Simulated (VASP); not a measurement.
SnO (Romarchite):

```
Sn O
1.0
     3.79860    0.00000    0.00000
     0.00000    3.79860    0.00000
     0.00000    0.00000    4.84080
Sn O
2 2
Direct
  0.50000 0.00000 0.23690
  0.00000 0.50000 0.76310
  0.00000 0.00000 0.00000
  0.50000 0.50000 0.00000
```

Base run:

| Property | Result |
| --- | --- |
| Program | VASP 6.6.1 |
| Functional | PBE |
| Potentials or basis | VASP PAW PBE potentials, release 64 (Sn_d, O) |
| Cutoff | 520 eV |
| k mesh | 6 × 6 × 5 |
| Occupations | gaussian, width 0.01 eV |
| Spin | no spin polarisation |

Its results: band gap on the k mesh 0.07 eV, indirect (least direct gap 1.98 eV); pressure 5.1 GPa; largest force 0.581 eV/Å.

**Question.** The run is repeated on the same cell with these changes: k mesh from 6 × 6 × 5 to 2 × 2 × 2. What comes out?

**Answer.** Band gap on the k mesh 0.03 eV, indirect (least direct gap 1.97 eV); pressure 4.5 GPa; largest force 0.313 eV/Å.

Caveats: some runs use coarse meshes; spin-orbit coupling is left out, which moves the levels of the heavy elements.

A k mesh can miss the band edges.
